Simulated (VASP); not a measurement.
The system is CdTe.

```
Cd Te
1.0
     0.00000    3.20500    3.20500
     3.20500    0.00000    3.20500
     3.20500    3.20500    0.00000
Cd Te
1 1
Direct
  0.00000 0.00000 0.00000
  0.25000 0.25000 0.25000
```

* Program: VASP 6.6.1
* Task: relaxation of cell and atoms
* Functional: PBE
* Dispersion: D4
* Potentials or basis: VASP PAW PBE potentials, release 64 (Cd, Te)
* Cutoff: 500 eV
* k mesh: 5 × 5 × 5
* Occupations: gaussian, width 0.01 eV
* Spin: no spin polarisation

At the start: pressure 2.4 GPa; volume 32.92 Å³/atom.

**Question.** How do energy, volume and symmetry change on relaxing?

**Answer.** Over 3 steps the energy falls by 12.9 meV/atom and the volume is 34.71 Å³/atom (+5.4 %); space group F-43m (No. 216, to 0.1 Å) before and after.

The path:
```csv
step,energy change (eV),largest force (eV/Å),pressure (GPa),volume (Å³)
1,0.0000,0.0000,2.43,65.84
2,-0.0228,0.0000,-0.71,70.71
3,-0.0258,0.0000,0.01,69.41
```

Final structure:
```yaml
crystal:
  lattice:
    - [0.00000, 3.26191, 3.26191]
    - [3.26191, 0.00000, 3.26191]
    - [3.26191, 3.26191, 0.00000]
  atoms:
    - { symbol: Cd, position: [0.00000, 0.00000, 0.00000] }
    - { symbol: Te, position: [0.25000, 0.25000, 0.25000] }
```
